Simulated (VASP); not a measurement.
# WS2 (P6_3/mmc) in VASP: further runs, part 2 of 2

VASP 6.6.1. The steps go on from the part before.

### 4 Single point, PBEsol+D3(BJ)

This run uses another cell than the first one, of the same volume but with other edges.

File INCAR:

```
SYSTEM = WS2
ALGO = Normal
EDIFF = 1E-6
ENCUT = 520
GGA = PS
ISIF = 2
ISMEAR = 0
IVDW = 12
LASPH = .TRUE.
LCHARG = .FALSE.
LREAL = .FALSE.
LWAVE = .FALSE.
NBANDS = 35
NELM = 80
PREC = Accurate
SIGMA = 0.05
```

File KPOINTS:

```
k-points
0
G
  12 12 4
  0 0 0
```

File POSCAR:

```
WS2
1.0
    3.2025120103      0.0000000000      0.0000000000
   -1.6012560051      2.7734567569      0.0000000000
    0.0000000000      0.0000000000     11.1357098136
W S
2 4
Direct
    0.3333333333      0.6666666667      0.2500000000
    0.6666666667      0.3333333333      0.7500000000
    0.3333333333      0.6666666667      0.6164531912
    0.6666666667      0.3333333333      0.1164531912
    0.3333333333      0.6666666667      0.8835468088
    0.6666666667      0.3333333333      0.3835468088
```

Potentials or basis: VASP PAW PBE potentials, release 64 (W_sv, S).

Command:

```console
cat potpaw_PBE.64/W_sv/POTCAR potpaw_PBE.64/S/POTCAR > POTCAR
mpirun -np 1 vasp_std > vasp.out
```

OUTCAR:

```text
SYSTEM = WS2
   EDIFF = 1E-6
   ENCUT = 520
   GGA = PS
   ISIF = 2
   ISMEAR = 0
   IVDW = 12
   LASPH = .TRUE.
   LREAL = .FALSE.
   NELM = 80
   PREC = Accurate
 IVDW          = 12

 ion  position               nearest neighbor table
   1  0.333  0.667  0.250-   4 2.37   6 2.37   4 2.37   6 2.37   4 2.37   6 2.37
   2  0.667  0.333  0.750-   3 2.37   5 2.37   3 2.37   5 2.37   3 2.37   5 2.37
   3  0.333  0.667  0.616-   2 2.37   2 2.37   2 2.37
   4  0.667  0.333  0.116-   1 2.37   1 2.37   1 2.37
   5  0.333  0.667  0.884-   2 2.37   2 2.37   2 2.37
   6  0.667  0.333  0.384-   1 2.37   1 2.37   1 2.37

  LATTYP: Found a hexagonal cell.
 ALAT       =     3.2025120103
 C/A-ratio  =     3.4771797195

  Lattice vectors:

 A1 = (   3.2025120103,   0.0000000000,   0.0000000000)
 A2 = (  -1.6012560051,   2.7734567569,   0.0000000000)
 A3 = (   0.0000000000,   0.0000000000,  11.1357098136)

Analysis of symmetry for initial positions (statically):
=====================================================================
 Subroutine PRICEL returns:
 Original cell was already a primitive cell.

 Routine SETGRP: Setting up the symmetry group for a
 hexagonal supercell.

 Subroutine GETGRP returns: Found 24 space group operations
 (whereof 12 operations were pure point group operations)
 out of a pool of 24 trial point group operations.

The static configuration has the point symmetry D_3d.
 The point group associated with its full space group is D_6h.

Analysis of symmetry for dynamics (positions and initial velocities):
=====================================================================
 Subroutine PRICEL returns:
 Original cell was already a primitive cell.

 Routine SETGRP: Setting up the symmetry group for a
 hexagonal supercell.

[... 131 lines left out ...]
   IMIX   =      4    mixing-type and parameters
     AMIX     =   0.40;   BMIX     =  1.00
     AMIX_MAG =   1.60;   BMIX_MAG =  1.00
  volume/ion in A,a.u.               =      16.48       111.24
  Fermi-wavevector in a.u.,A,eV,Ry     =   1.321293  2.496882 23.753271  1.745816
  Thomas-Fermi vector in A             =   2.451058
   LORBIT       =      0    0 simple, 1 ext, 2 COOP (PROOUT), +10 PAW based schemes
   GGA     = PS    functional components
   LHFCALC =     F    Hartree Fock is set to
   AEXX    =    0.0000 exact exchange contribution
   IVDW    =    12    specifies the selected vdW correction
   LEPSILON=     F    determine dielectric tensor
   LRPA    =     F    only Hartree local field effects (RPA)
 non-spin polarized calculation
 Gauss-broadening in eV      SIGMA  =   0.05
  energy-cutoff  :      520.00
  volume of cell :       98.91
 maximum number of plane-waves:      2718
 NGX is ok and might be reduce to    24

 number of electron      52.0000006 magnetization

 Free energy of the ion-electron system (eV)
  ---------------------------------------------------
  ext. energy  EPLUGINS =         0.00000000
  ---------------------------------------------------
  free energy    TOTEN  =       -50.12863441 eV

  energy without entropy =      -50.12862764  energy(sigma->0) =      -50.12863103

 E-fermi :   9.0303     XC(G=0): -11.5870

 val. band max:        8.9448916760   @ k =   0.0000   0.0000   0.0000
 cond. band min:       9.1418745531   @ k =   0.3333   0.3333   0.0000
 fundamental gap:      0.1969828771
 Fermi energy:         9.0303312716

 k-point     1 :       0.0000    0.0000    0.0000
  band No.  band energies     occupation
      1     -66.1917      2.00000
      2     -66.1917      2.00000
      3     -30.4495      2.00000
      4     -30.4492      2.00000
      5     -30.3488      2.00000
      6     -30.3488      2.00000
[... 901 lines left out ...]
     34      12.6451      0.00000
     35      13.9502      0.00000

 [... further k-points ...]

------------------------ aborting loop because EDIFF is reached ----------------------------------------

 Edisp (eV)   -2.50313

 E8    (eV) :    -1.6256

  FORCE on cell =-STRESS in cart. coord.  units (eV):
  Direction    XX          YY          ZZ          XY          YZ          ZX
  --------------------------------------------------------------------------------------
  -------------------------------------------------------------------------------------
  Total      -2.64088    -2.64088     8.54432    -0.00000     0.00000     0.00000
  in kB     -42.77886   -42.77886   138.40705    -0.00000     0.00000     0.00000
  external pressure =       17.62 kB  Pullay stress =        0.00 kB

 VOLUME and BASIS-vectors are now :
 -----------------------------------------------------------------------------
  energy-cutoff  :      520.00
  volume of cell :       98.91
      direct lattice vectors                 reciprocal lattice vectors
     3.202512010  0.000000000  0.000000000     0.312254879  0.180280438  0.000000000
    -1.601256005  2.773456757  0.000000000     0.000000000  0.360560877  0.000000000
     0.000000000  0.000000000 11.135709814     0.000000000  0.000000000  0.089801191

 POSITION                                       TOTAL-FORCE (eV/Angst)
 -----------------------------------------------------------------------------------
     -0.00000      1.84897      2.78393        -0.000000     -0.000000      0.000000
      1.60126      0.92449      8.35178         0.000000     -0.000000      0.000000
     -0.00000      1.84897      6.86464        -0.000000      0.000000     -0.989730
      1.60126      0.92449      1.29679         0.000000     -0.000000     -0.989730
     -0.00000      1.84897      9.83892        -0.000000      0.000000      0.989730
      1.60126      0.92449      4.27107         0.000000     -0.000000      0.989730
 -----------------------------------------------------------------------------------
    total drift:                               -0.000000      0.000000     -0.000000

  FREE ENERGIE OF THE ION-ELECTRON SYSTEM (eV)
  ---------------------------------------------------
  free  energy   TOTEN  =       -52.6317611121 eV

  energy  without entropy=      -52.6317543485  energy(sigma->0) =      -52.63175773
```

stdout:

```text
POSCAR found type information on POSCAR W S
 POSCAR found :  2 types and       6 ions
 scaLAPACK will be used
 -----------------------------------------------------------------------------
|                                                                             |
|                                                                             |
|     You enforced a specific xc type in the INCAR file but a different       |
|     I HOPE YOU KNOW WHAT YOU ARE DOING!                                     |
|                                                                             |
 -----------------------------------------------------------------------------

 LDA part: xc-table for (Slater+PW92), standard interpolation
 POSCAR, INCAR and KPOINTS ok, starting setup
 FFT: planning ... GRIDC
 FFT: planning ... GRID_SOFT
 FFT: planning ... GRID
 WAVECAR not read
 entering main loop
```

Wall time 2.5 min (1 thread of Intel Xeon Platinum 8259CL at 2.50GHz (Skylake/Cascade Lake), shared host); peak memory 0.31 GiB.

What came out:

```yaml
Free_energy: -52.6318 eV
Pressure: 1.8 GPa
Largest_force: 0.990 eV/Å
Band_gap_on_the_k_mesh: 0.20 eV (least direct gap 1.39 eV)
Dispersion_energy_per_atom: -0.417 eV
```

Forces in eV/Å, atoms in the order of the input:
```
W    0.000  0.000  0.000
W    0.000  0.000  0.000
S    0.000  0.000 -0.990
S    0.000  0.000 -0.990
S    0.000  0.000  0.990
S    0.000  0.000  0.990
```

Caveat: the PAW data sets were made with another functional, which shifts forces and pressure a little; spin-orbit coupling is left out, which moves the levels of the heavy elements. A k mesh can miss the band edges.

### 5 Single point, PBEsol+D3(BJ)

This run uses another cell than the first one, of the same volume but with other edges.

File INCAR:

```
SYSTEM = WS2
ALGO = Normal
EDIFF = 1E-6
ENCUT = 520
GGA = PS
ISIF = 2
ISMEAR = 0
IVDW = 12
LASPH = .True.
LCHARG = .False.
LREAL = .False.
LWAVE = .False.
NBANDS = 35
NELM = 60
PREC = Accurate
SIGMA = 0.05
```

File KPOINTS:

```
k-points
0
Gamma
  12 12 4
  0 0 0
```

POSCAR: that of step 4 with these lines changed.

```diff
@@ -2,5 +2,5 @@
 1.0
-    3.2025120103      0.0000000000      0.0000000000
-   -1.6012560051      2.7734567569      0.0000000000
-    0.0000000000      0.0000000000     11.1357098136
+    3.0173277102      0.0000000000      0.0000000000
+   -1.5086638551      2.6130824486      0.0000000000
+    0.0000000000      0.0000000000     12.5445323837
 W S
```

Command:

```console
cat potpaw_PBE.64/W_sv/POTCAR potpaw_PBE.64/S/POTCAR > POTCAR
mpirun -np 1 vasp_std > vasp.out
```

It took 2.4 min on 1 thread of Intel Xeon Platinum 8259CL at 2.50GHz (Skylake/Cascade Lake), shared host; peak memory 0.33 GiB.

Results (log left out):

```yaml
Free_energy: -52.5270 eV
Pressure: -0.9 GPa
Largest_force: 1.141 eV/Å
Band_gap_on_the_k_mesh: 0.92 eV (least direct gap 1.77 eV)
Dispersion_energy_per_atom: -0.415 eV
```

Forces in eV/Å, atoms in the order of the input:
```
W    0.000  0.000  0.000
W    0.000  0.000  0.000
S    0.000  0.000  1.141
S    0.000  0.000  1.141
S    0.000  0.000 -1.141
S    0.000  0.000 -1.141
```

Stress tensor (GPa, compression positive):
```
  6.28   0.00   0.00
  0.00   6.28   0.00
  0.00   0.00 -15.36
```

Levels at points of the mesh, in eV from the valence-band top:
| k point | band 24 | band 25 | band 26 | band 27 | band 28 | band 29 |
| --- | --- | --- | --- | --- | --- | --- |
| (0.00, 0.00, 0.00) | -0.95 | -0.95 | -0.14 | 2.95 | 2.95 | 3.15 |
| (0.50, 0.00, 0.00) | -1.29 | -0.94 | -0.66 | 2.86 | 3.36 | 3.54 |
| (0.00, 0.00, 0.50) | -0.98 | -0.50 | -0.50 | 3.03 | 3.03 | 3.03 |
| (0.50, 0.00, 0.50) | -1.30 | -0.80 | -0.80 | 3.20 | 3.20 | 3.62 |

Caveat: the PAW data sets were made with another functional, which shifts forces and pressure a little; spin-orbit coupling is left out, which moves the levels of the heavy elements.

### 6 Summary

```csv
cell,gap on the mesh (eV),pressure (GPa),largest force (eV/Å)
"a = 2.854, b = 2.854, c = 14.022 Å, angles 90.0, 90.0, 120.0°, 6 atoms",none,0.0,2.93
"a = 2.931, b = 2.931, c = 13.294 Å, angles 90.0, 90.0, 120.0°, 6 atoms",0.62,-1.0,2.19
"a = 3.203, b = 3.203, c = 11.136 Å, angles 90.0, 90.0, 120.0°, 6 atoms",0.20,1.8,0.99
"a = 3.017, b = 3.017, c = 12.545 Å, angles 90.0, 90.0, 120.0°, 6 atoms",0.92,-0.9,1.14
```

Alike in all rows: task single point; level PBEsol+D3(BJ); potentials or basis VASP PAW PBE potentials, release 64 (W_sv, S); no spin polarisation; k mesh 12 × 12 × 4; cutoff (eV) 520; smearing gaussian 0.05 eV.

Caveats: the PAW data sets were made with another functional, which shifts forces and pressure a little; spin-orbit coupling is left out, which moves the levels of the heavy elements.

Absolute energies hang on the potentials; compare differences alone.
